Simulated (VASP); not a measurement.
The system is SiSe.

```xyz
2
Lattice="3.5952 0.0000 0.0000 -1.7976 3.1135 0.0000 0.0000 0.0000 3.5987" Properties=species:S:1:pos:R:3 pbc="T T T"
Si    1.7976    1.0378    1.7994
Se    0.0000    0.0000    0.0000
```

Base run:

```yaml
Program: VASP 6.6.1
Functional: PBE
Potentials_or_basis: VASP PAW PBE potentials, release 64 (Si, Se)
Cutoff: 520 eV
k_mesh: 9 × 9 × 7
Occupations: fermi-dirac, width 0.05 eV
Spin: no spin polarisation
```

Its results: band gap on the k mesh zero (bands 5 and 6 overlap by 2.91 eV); pressure 0.4 GPa.

**Question.** After a change of settings the same cell gave: band gap on the k mesh zero (bands 5 and 6 overlap by 3.78 eV); pressure -2.2 GPa. Which change was it?
A. functional from PBE to HF; k mesh from 9 × 9 × 7 to 5 × 5 × 4
B. functional from PBE to r2SCAN-based global hybrid with 35 % exact exchange; k mesh from 9 × 9 × 7 to 5 × 5 × 4
C. functional from PBE to r2SCAN-based global hybrid with 15 % exact exchange; k mesh from 9 × 9 × 7 to 5 × 5 × 4
D. functional from PBE to r2SCAN; k mesh from 9 × 9 × 7 to 5 × 5 × 4

**Answer.** C.

Caveats: some runs use coarse meshes; the PAW data sets were made with another functional, which shifts forces and pressure a little (at least some runs).
